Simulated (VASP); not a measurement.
# Li (P-1) in VASP: further runs

The runs below take Li through single point, with PBEsol.

Program: VASP 6.6.1. These are calculated values, not measurements. Logs are shortened: lines on timing, memory, paths and dates and some standing lists are left out, and cuts for length are marked.

## Step 1: The cell of the first run

The typed cell holds 2 atoms: a = 3.111 Å, b = 3.084 Å, c = 5.094 Å, α = 89.57°, β = 88.85°, γ = 119.13°.

## Step 2: Single point, PBEsol (equal xy, yz and zx shear strains of +2 %)

Input file INCAR:

```
  PREC = Accurate
  ENCUT = 520
  EDIFF = 1E-6
  ISMEAR = -1
  SIGMA = 0.03
  LREAL = F
  LASPH = T
  NELM = 60
  ALGO = Normal
  ISIF = 2
  LWAVE = F
  LCHARG = F
  GGA = PS
  NBANDS = 10
```

Input file KPOINTS:

```
Automatic mesh
0
Gamma
  15 15 8
```

Input file POSCAR:

```
Li
1.0
    3.1110021516      0.0311100215      0.0311100215
   -1.5285590069      2.6786518837      0.0113870582
    0.0509300000      0.0509300000      5.0930000000
Li
2
Direct
    0.3333333333      0.6666666667      0.2500000000
    0.6666666667      0.3333333333      0.7500000000
```

Potentials or basis: VASP PAW PBE potentials, release 64 (Li_sv).

Started as:

```
cat potpaw_PBE.64/Li_sv/POTCAR > POTCAR
mpirun -np 1 vasp_std > vasp.out
```

OUTCAR:

```text
PREC = Accurate
   ENCUT = 520
   EDIFF = 1E-6
   ISMEAR = -1
   LREAL = F
   LASPH = T
   NELM = 60
   ISIF = 2
   GGA = PS

 ion  position               nearest neighbor table
   1  0.333  0.667  0.250-
   2  0.667  0.333  0.750-

  LATTYP: Found a triclinic cell.
 ALAT       =     3.1382705254
 B/A-ratio  =     0.9827452114
 C/A-ratio  =     1.6230306576
 COS(alpha) =     0.0074204947
 COS(beta)  =     0.0272158148
 COS(gamma) =     0.5000757388

  Lattice vectors:

 A1 = (   1.5824431447,   2.7097619052,   0.0424970797)
 A2 = (  -1.5285590069,   2.6786518837,   0.0113870582)
 A3 = (   0.0509300000,   0.0509300000,   5.0930000000)

Analysis of symmetry for initial positions (statically):
=====================================================================
 Subroutine PRICEL returns:
 Original cell was already a primitive cell.

 Routine SETGRP: Setting up the symmetry group for a
 triclinic supercell.

 Subroutine GETGRP returns: Found  2 space group operations
 (whereof  2 operations were pure point group operations)
 out of a pool of  2 trial point group operations.

The static configuration has the point symmetry S_2 .

Analysis of symmetry for dynamics (positions and initial velocities):
=====================================================================
 Subroutine PRICEL returns:
 Original cell was already a primitive cell.

 Routine SETGRP: Setting up the symmetry group for a
 triclinic supercell.

 Subroutine GETGRP returns: Found  2 space group operations
 (whereof  2 operations were pure point group operations)
 out of a pool of  2 trial point group operations.

The dynamic configuration has the point symmetry S_2 .

 Subroutine INISYM returns: Found  2 space group operations
 (whereof  2 operations are pure point group operations),
 and found     1 'primitive' translations

----------------------------------------------------------------------------------------

                                     Primitive cell

  volume of cell :      42.6752

  direct lattice vectors                    reciprocal lattice vectors
     3.111002152  0.031110022  0.031110022     0.319665670  0.182436925 -0.005021026
    -1.528559007  2.678651884  0.011387058    -0.003675646  0.371240257 -0.003675646
     0.050930000  0.050930000  5.093000000    -0.001944424 -0.001944424  0.196386817

  length of vectors
[... 86 lines left out ...]
   IBRION =     -1    ionic relax: 0-MD 1-quasi-New 2-CG
   NFREE  =      0    steps in history (QN), initial steepest desc. (CG)
   ISIF   =      2    stress and relaxation
   ISYM   =      2    0-nonsym 1-usesym 2-fastsym
   POTIM  = 0.5000    time-step for ionic-motion
   TEBEG  =    0.0;   TEEND  =   0.0 temperature during run
   PSTRESS=    0.0 pullay stress
   NELECT =       6.0000    total number of electrons
   NUPDOWN=      -1.0000    fix difference up-down
   EMIN   =  10.00;   EMAX   =-10.00  energy-range for DOS
   EFERMI =   0.00;   METHOD = LEGACY
   ISMEAR =    -1;   SIGMA  =   0.03  broadening in eV -4-tet -1-fermi 0-gaus
   EFERMI_NEDOS =   21; number of points for ismear=-14 and -15
   IALGO  =     38    algorithm
   IMIX   =      4    mixing-type and parameters
     AMIX     =   0.40;   BMIX     =  1.00
     AMIX_MAG =   1.60;   BMIX_MAG =  1.00
  volume/ion in A,a.u.               =      21.34       143.99
  Fermi-wavevector in a.u.,A,eV,Ry     =   0.851269  1.608665  9.859580  0.724659
  Thomas-Fermi vector in A             =   1.967376
   LORBIT       =      0    0 simple, 1 ext, 2 COOP (PROOUT), +10 PAW based schemes
   GGA     = PS    functional components
   LHFCALC =     F    Hartree Fock is set to
   AEXX    =    0.0000 exact exchange contribution
   IVDW    =     0    specifies the selected vdW correction
   LEPSILON=     F    determine dielectric tensor
   LRPA    =     F    only Hartree local field effects (RPA)
 non-spin polarized calculation
  energy-cutoff  :      520.00
  volume of cell :       42.68
 maximum number of plane-waves:      1165
   NGX = 11   NGY = 11   NGZ = 19

 number of electron       5.9999995 magnetization

 Free energy of the ion-electron system (eV)
  ---------------------------------------------------
  ext. energy  EPLUGINS =         0.00000000
  ---------------------------------------------------
  free energy    TOTEN  =        -3.92961197 eV

  energy without entropy =       -3.92634858  energy(sigma->0) =       -3.92798028

 E-fermi :   0.4915     XC(G=0):  -6.8936

 val. band max:        0.4886191013   @ k =   0.3333   0.0000   0.3750
 cond. band min:       0.4940676888   @ k =   0.2000   0.4667   0.1250
 fundamental gap:      0.0054485876
 Fermi energy:         0.4915214853

 k-point     1 :       0.0000    0.0000    0.0000
  band No.  band energies     occupation
      1     -45.5127      2.00000
      2     -45.4973      2.00000
      3      -3.0002      2.00000
      4       0.4799      1.19180
      5       3.2408      0.00000
      6      12.4059      0.00000
      7      12.6895      0.00000
      8      13.7361      0.00000
      9      14.0495      0.00000
     10      14.4305      0.00000
[... 287 lines left out ...]
 k-point    24 :       0.0000    0.1333    0.0000
  band No.  band energies     occupation
      1     -45.5104      2.00000
      2     -45.4963      2.00000
      3      -2.7224      2.00000
      4       0.8402      0.00002
      5       3.3522      0.00000
      6      10.2453      0.00000
      7      11.1617      0.00000
      8      13.7204      0.00000
      9      14.0072      0.00000
     10      14.3303      0.00000

 [... further k-points ...]

------------------------ aborting loop because EDIFF is reached ----------------------------------------

  FORCE on cell =-STRESS in cart. coord.  units (eV):
  Direction    XX          YY          ZZ          XY          YZ          ZX
  --------------------------------------------------------------------------------------
  -------------------------------------------------------------------------------------
  Total       -0.2092087     -0.2013320     -0.1903039     -0.0144167     -0.0329521     -0.0383585
  in kB       -7.8544342     -7.5587127     -7.1446784     -0.5412540     -1.2371371     -1.4401131
  external PRESSURE =      -7.5192751 kB  Pullay stress =       0.0000000 kB

 VOLUME and BASIS-vectors are now :
 -----------------------------------------------------------------------------
  energy-cutoff  :      520.00
  volume of cell :       42.68
      direct lattice vectors                 reciprocal lattice vectors
     3.111002152  0.031110022  0.031110022     0.319665670  0.182436925 -0.005021026
    -1.528559007  2.678651884  0.011387058    -0.003675646  0.371240257 -0.003675646
     0.050930000  0.050930000  5.093000000    -0.001944424 -0.001944424  0.196386817

 POSITION                                       TOTAL-FORCE (eV/Angst)
 -----------------------------------------------------------------------------------
      0.03069      1.80887      1.29121        -0.004267      0.000477      0.000849
      1.60268      0.95182      3.84429         0.004267     -0.000477     -0.000849
 -----------------------------------------------------------------------------------
    total drift:                               -0.000000      0.000000     -0.000000

  FREE ENERGIE OF THE ION-ELECTRON SYSTEM (eV)
  ---------------------------------------------------
  free  energy   TOTEN  =        -3.9296119654 eV

  energy  without entropy=       -3.9263485847  energy(sigma->0) =       -3.92798028
```

OSZICAR:

```text
N       E                     dE             d eps       ncg     rms          rms(c)
DAV:   1     0.170603768744E+02    0.17060E+02   -0.31648E+03 18028   0.561E+02
DAV:   2    -0.122154137821E+01   -0.18282E+02   -0.17777E+02 22678   0.109E+02
DAV:   3    -0.387772434081E+01   -0.26562E+01   -0.26377E+01 30020   0.317E+01
DAV:   4    -0.393432078161E+01   -0.56596E-01   -0.56498E-01 23492   0.483E+00
DAV:   5    -0.393493961611E+01   -0.61883E-03   -0.61880E-03 24354   0.498E-01    0.541E-01
DAV:   6    -0.393121349378E+01    0.37261E-02   -0.11974E-03 29854   0.179E-01    0.303E-01
DAV:   7    -0.392956941590E+01    0.16441E-02   -0.25908E-03 29394   0.282E-01    0.331E-02
DAV:   8    -0.392961286145E+01   -0.43446E-04   -0.52323E-04 23080   0.129E-01    0.108E-02
DAV:   9    -0.392961196544E+01    0.89601E-06   -0.36048E-06 24322   0.145E-02
   1 F= -.39296120E+01 E0= -.39279803E+01  d E =-.326338E-02
```

stdout:

```text
POSCAR found type information on POSCAR Li
 POSCAR found :  1 types and       2 ions
 scaLAPACK will be used
 -----------------------------------------------------------------------------
|                                                                             |
|                                                                             |
|     You enforced a specific xc type in the INCAR file but a different       |
|     I HOPE YOU KNOW WHAT YOU ARE DOING!                                     |
|                                                                             |
 -----------------------------------------------------------------------------

 LDA part: xc-table for (Slater+PW92), standard interpolation
 POSCAR, INCAR and KPOINTS ok, starting setup
 FFT: planning ... GRIDC
 FFT: planning ... GRID_SOFT
 FFT: planning ... GRID
 WAVECAR not read
 entering main loop
```

It took 65 s on 1 thread of Intel Xeon 6975P-C (Granite Rapids), shared host; peak memory 0.37 GiB.

Results:

```yaml
Free_energy: -3.9296 eV
Largest_force: 0.004 eV/Å
Band_gap_on_the_k_mesh: zero (bands 3 and 4 overlap by 4.44 eV)
```

Forces in eV/Å, atoms in the order of the input:
```
Li  -0.004  0.000  0.001
Li   0.004  0.000 -0.001
```

Caveat: the cell differs from its parent crystal (equal xy, yz and zx shear strains of +2 %); the cutoff is under 1.25 times the usual one of these potentials, so pressure, stress and relaxed cells hold a basis-set (Pulay) error; the PAW data sets were made with another functional, which shifts forces and pressure a little.

## Step 3: Single point, PBEsol (equal xy, yz and zx shear strains of -2 %)

Input file INCAR:

```
  PREC = Accurate
  ENCUT = 520
  EDIFF = 1E-6
  ISMEAR = -1
  SIGMA = 0.03
  LREAL = False
  LASPH = True
  NELM = 100
  ALGO = Normal
  ISIF = 2
  LWAVE = False
  LCHARG = True
  GGA = PS
  LELF = True
  LVHAR = True
  NBANDS = 10
```

Input file KPOINTS:

```
regular mesh
0
Gamma
  15 15 8
```

Input file POSCAR:

```
Li
1.0
    3.1110021516     -0.0311100215     -0.0311100215
   -1.5824431447      2.7097619053     -0.0113870582
   -0.0509300000     -0.0509300000      5.0930000000
Li
2
Direct
    0.3333333333      0.6666666667      0.2500000000
    0.6666666667      0.3333333333      0.7500000000
```

Potentials or basis: VASP PAW PBE potentials, release 64 (Li_sv).

Started as:

```
cat potpaw_PBE.64/Li_sv/POTCAR > POTCAR
mpirun -np 1 vasp_std > vasp.out
```

It took 74 s on 1 thread of Intel Xeon 6975P-C (Granite Rapids), shared host; peak memory 0.37 GiB.

It converged, with:

```yaml
Free_energy: -3.9296 eV
Largest_force: 0.006 eV/Å
Band_gap_on_the_k_mesh: zero (bands 3 and 4 overlap by 4.45 eV)
```

Forces in eV/Å, atoms in the order of the input:
```
Li   0.006  0.000  0.001
Li  -0.006  0.000 -0.001
```

Levels at points of the mesh, in eV from the Fermi level:
```
           k point  band 1  band 2  band 3  band 4  band 5  band 6  band 7  band 8
(0.00, 0.00, 0.00)  -46.00  -45.99   -3.49   -0.01    2.75   11.91   12.20   13.25
(0.00, 0.00, 0.50)  -46.00  -46.00   -2.40   -2.40    7.66    7.66   12.70   12.83
```

Caveat: the cell differs from its parent crystal (equal xy, yz and zx shear strains of -2 %); the cutoff is under 1.25 times the usual one of these potentials, so pressure, stress and relaxed cells hold a basis-set (Pulay) error; the PAW data sets were made with another functional, which shifts forces and pressure a little.
